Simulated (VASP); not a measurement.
Write the native input for VASP 6.6.1 that does the following.

```
Task                   : single point
Functional             : LDA
Potentials or basis    : VASP PAW LDA potentials, release 64 (C)
Cutoff                 : 520 eV
k mesh                 : 12 × 12 × 2
Occupations            : fermi-dirac, width 0.05 eV
Spin                   : no spin polarisation
Dipole correction      : no
Further INCAR settings : ALGO = Normal; EDIFF = 1e-06; NBANDS = 16
```

The structure of C lies in POSCAR:

```
C
1.0
    2.4562275060      0.0000000000      0.0000000000
   -1.2281137530      2.1271554177      0.0000000000
    0.0000000000      0.0000000000     24.1339601687
C
4
Direct
    0.6666666667      0.3333333333      0.5704754400
    0.3333333333      0.6666666667      0.4295245600
    0.0000000000      0.0000000000      0.4295312300
    0.0000000000      0.0000000000      0.5704687700
```

The input as run:

INCAR

```
SYSTEM = C
PREC = Accurate
ENCUT = 520
EDIFF = 1E-6
ISMEAR = -1
SIGMA = 0.05
LREAL = .FALSE.
LASPH = .TRUE.
NELM = 80
ALGO = Normal
ISIF = 2
LWAVE = .FALSE.
LCHARG = .FALSE.
GGA = CA
NBANDS = 16
```

KPOINTS

```
regular mesh
0
G
  12 12 2
  0 0 0
```

Potentials or basis: VASP PAW LDA potentials, release 64 (C).

Launch:

```console
$ cat potpaw_LDA.64/C/POTCAR > POTCAR
$ mpirun -np 1 vasp_std > vasp.out
```

Results of the run:

```
Largest force          : 0.023 eV/Å
Band gap on the k mesh : zero (filled and empty bands touch)
```

It took 73 s on 1 thread of AMD EPYC 9R45 (Zen 5) (shared host), peak memory 0.17 GiB.
